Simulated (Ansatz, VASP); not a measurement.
## RbGe2 in VASP and in Ansatz

```
Rb Ge
1.0
     2.89641    1.67224    3.17021
    -2.89641    1.67224    3.17021
     0.00000   -3.34449    3.17021
Rb Ge
1 2
Direct
  0.50000 0.50000 0.50000
  0.87039 0.87039 0.87039
  0.12961 0.12961 0.12961
```

Alike in both runs: functional PBE; k mesh 12 × 12 × 12; occupations gaussian, width 0.1 eV; no spin polarisation.

Ansatz relaxed the structure, and its values are those at the end. VASP's run is a single point on that final structure, the one shown.

|  | VASP | Ansatz |
| --- | --- | --- |
| version | VASP 6.6.1 | Ansatz 0.2.0 |
| potentials or method | VASP PAW PBE potentials, release 64 (Rb_sv, Ge_d), cutoff 520 eV | scalar-relativistic, plane waves, PAW |
| valence electrons in the cell | 37 | 37 |

```tsv
	VASP	Ansatz	Ansatz less VASP
gap on the k mesh at the Fermi level (eV)	none	none	-
pressure (GPa)	0.0	0.0	-0.04
rms of the force components (eV/Å)	0.004	0.004	+0.0002
```

A gap of «none» marks a metal or a gap that the smearing closes.
